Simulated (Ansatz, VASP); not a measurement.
# Bi2TeO3 in VASP and in Ansatz

```
CELL_PARAMETERS angstrom
6.27984 0.00000 0.00000
-3.13992 5.43850 0.00000
0.00000 0.00000 3.22815
ATOMIC_POSITIONS crystal
Bi 0.33333 0.66667 0.00000
Bi 0.66667 0.33333 0.00000
Te 0.00000 0.00000 0.00000
O 0.50000 0.00000 0.50000
O 0.50000 0.50000 0.50000
O 0.00000 0.50000 0.50000
```

Change from the starting cell: species swapped into the SmCo3B2 type (P6/mmm, No. 191).

Alike in both runs: functional PBE; k mesh 6 × 6 × 12; occupations gaussian, width 0.1 eV; no spin polarisation.

Ansatz relaxed the structure, and its values are those at the end. VASP's run is a single point on that final structure, the one shown.

|  | VASP | Ansatz |
| --- | --- | --- |
| version | VASP 6.6.1 | Ansatz 0.2.0 |
| potentials or method | VASP PAW PBE potentials, release 64 (Bi_d, Te, O), cutoff 520 eV | scalar-relativistic, plane waves, PAW |
| valence electrons in the cell | 54 | 64 |

```csv
,VASP,Ansatz,Ansatz less VASP
gap on the k mesh at the Fermi level (eV),none,none,-
pressure (GPa),0.0,0.0,0.00
```

A gap of «none» marks a metal or a gap that the smearing closes. VASP's potentials hold 54 valence electrons a cell and Ansatz's 64, so a difference there can come from the potentials and not from the codes.

Spin-orbit coupling is off throughout.
